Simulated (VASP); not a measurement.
Set up this calculation in VASP 6.6.1, as the native input.

```yaml
Task: relaxation of cell and atoms
Functional: r2SCAN
Potentials_or_basis: VASP PAW PBE potentials, release 64 (Fe)
Cutoff: 600 eV
k_mesh: 6 × 6 × 4
Occupations: gaussian, width 0.1 eV
Spin: no spin polarisation
Dipole_correction: no
Further_INCAR_settings: ALGO = Normal; EDIFF = 1e-07; IBRION = 2; EDIFFG = -0.04; NSW = 90; ISIF = 3
```

The system is Fe.

```
Fe
1.0
     3.66758    0.00000    0.00000
    -1.83379    3.17622    0.00000
     0.00000    0.00000    4.23210
Fe
4
Direct
  0.00000 0.00000 0.25000
  0.00000 0.00000 0.75000
  0.33333 0.66667 0.75000
  0.66667 0.33333 0.25000
```

These files were run (other wordings do the same):

POSCAR

```
Fe
1.0
    3.6675827858      0.0000000000      0.0000000000
   -1.8337913929      3.1762198630      0.0000000000
    0.0000000000      0.0000000000      4.2321003042
Fe
4
Direct
    0.0000000000      0.0000000000      0.2500000000
    0.0000000000      0.0000000000      0.7500000000
    0.3333333333      0.6666666667      0.7500000000
    0.6666666667      0.3333333333      0.2500000000
```

INCAR.step1

```
PREC = Accurate
ENCUT = 600
ISMEAR = 0
SIGMA = 0.1
LREAL = F
LASPH = T
NELM = 100
GGA = PE
ALGO = Normal
EDIFF = 1E-4
LWAVE = T
LCHARG = F
```

INCAR.step2

```
PREC = Accurate
ENCUT = 600
EDIFF = 1E-7
ISMEAR = 0
SIGMA = 0.1
LREAL = F
LASPH = T
NELM = 100
ALGO = Normal
ISIF = 3
LWAVE = F
LCHARG = F
METAGGA = R2SCAN
LMIXTAU = T
IBRION = 2
NSW = 90
EDIFFG = -0.04
ISTART = 1
```

KPOINTS

```
regular mesh
0
Gamma
  6 6 4
```

Potentials or basis: VASP PAW PBE potentials, release 64 (Fe).

The run is started by

```sh
$ cat potpaw_PBE.64/Fe/POTCAR > POTCAR
$ cp INCAR.step1 INCAR
$ mpirun -np 1 vasp_std > vasp.out
$ cp INCAR.step2 INCAR
$ mpirun -np 1 vasp_std > vasp.out
```

Results of the run:

| Property | Result |
| --- | --- |
| Relaxed volume | 12.26 Å³/atom |
| Relaxed cell | a = 3.663 Å, b = 3.663 Å, c = 4.220 Å, α = 90.00°, β = 90.00°, γ = 120.00° |
| Space group after relaxing (to 0.05 Å) | P6_3/mmc (No. 194) |
| Energy gained by relaxing | 0.2 meV/atom |
| Ionic steps | 3 |
| Pressure after relaxing | 0.2 GPa |

Caveat: the k points lie up to 0.37 Å⁻¹ apart in the final cell; the PAW data sets were made with another functional, which shifts forces and pressure a little; the run has no spin polarisation, though such a crystal can be magnetic.

Run time: 2.6 min on 1 thread of Intel(R) Xeon(R) 6975P-C (Granite Rapids), on a shared host, peak memory 0.19 GiB.
